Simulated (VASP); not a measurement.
A run of VASP 6.6.1 is set up as follows.

The input INCAR:

```
PREC = Accurate ; ENCUT = 520
EDIFF = 1E-7 ; ISMEAR = 0
SIGMA = 0.02 ; LREAL = False
LASPH = True ; NELM = 60
ALGO = Normal ; ISIF = 2
LWAVE = False ; LCHARG = False
GGA = PS ; NBANDS = 45
```

Contents of KPOINTS:

```
Automatic mesh
0
Gamma
  6 6 6
```

POSCAR

```
Si3N4
1.0
    0.0000000000      3.7104555069      3.7104555069
    3.7104555069      0.0000000000      3.7104555069
    3.7104555069      3.7104555069      0.0000000000
Si N
6 8
Direct
    0.1250000000      0.1250000000      0.6250000000
    0.1250000000      0.6250000000      0.1250000000
    0.6250000000      0.1250000000      0.1250000000
    0.1250000000      0.1250000000      0.1250000000
    0.7500000000      0.7500000000      0.7500000000
    0.5000000000      0.5000000000      0.5000000000
    0.3681511818      0.3681511818      0.3681511818
    0.3544535454      0.8818488182      0.8818488182
    0.8818488182      0.8818488182      0.3544535454
    0.8818488182      0.3544535454      0.8818488182
    0.3681511818      0.3681511818      0.8955464546
    0.3681511818      0.8955464546      0.3681511818
    0.8818488182      0.8818488182      0.8818488182
    0.8955464546      0.3681511818      0.3681511818
```

Potentials or basis: VASP PAW PBE potentials, release 64 (Si, N).

Run with:

```sh
$ cat potpaw_PBE.64/Si/POTCAR potpaw_PBE.64/N/POTCAR > POTCAR
$ mpirun -np 1 vasp_std > vasp.out
```

(1) Estimate the largest force.

(2) What does it give for the pressure?

(3) What does it give for the band gap on the k mesh?

Answers

(1) 0.010 eV/Å.

(2) 51.6 GPa.

(3) 3.78 eV.

Caveat: the cell stands under pressure; the PAW data sets were made with another functional, which shifts forces and pressure a little.
